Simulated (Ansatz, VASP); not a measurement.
# One calculation of BaZrO3, two programs

```
Ba Zr O
1.0
     4.16341    0.00000    0.00000
     0.00000    4.16341    0.00000
     0.00000    0.00000    4.26370
Ba Zr O
1 1 3
Direct
  0.00000 0.00000 0.00000
  0.50000 0.50000 0.50000
  0.50000 0.00000 0.50000
  0.50000 0.50000 0.00000
  0.00000 0.50000 0.50000
```

Alike in both runs: task single point; functional PBE; k mesh 6 × 6 × 6; occupations gaussian, width 0.02 eV; no spin polarisation.

```csv
,VASP,Ansatz
version,VASP 6.6.1,Ansatz 0.2.0
potentials or method,"VASP PAW PBE potentials, release 64 (Ba_sv, Zr_sv, O), cutoff 520 eV","scalar-relativistic, plane waves, PAW"
valence electrons in the cell,40,40
```

```csv
,VASP,Ansatz,Ansatz less VASP
gap on the k mesh at the Fermi level (eV),3.12,3.17,+0.048
least direct gap on the mesh (eV),3.36,3.38,+0.023
pressure (GPa),4.6,3.6,-1.03
"traceless stress, the component that is largest in VASP (GPa)",-3.65,-3.57,+0.077
```

Neither program's run includes spin-orbit coupling.
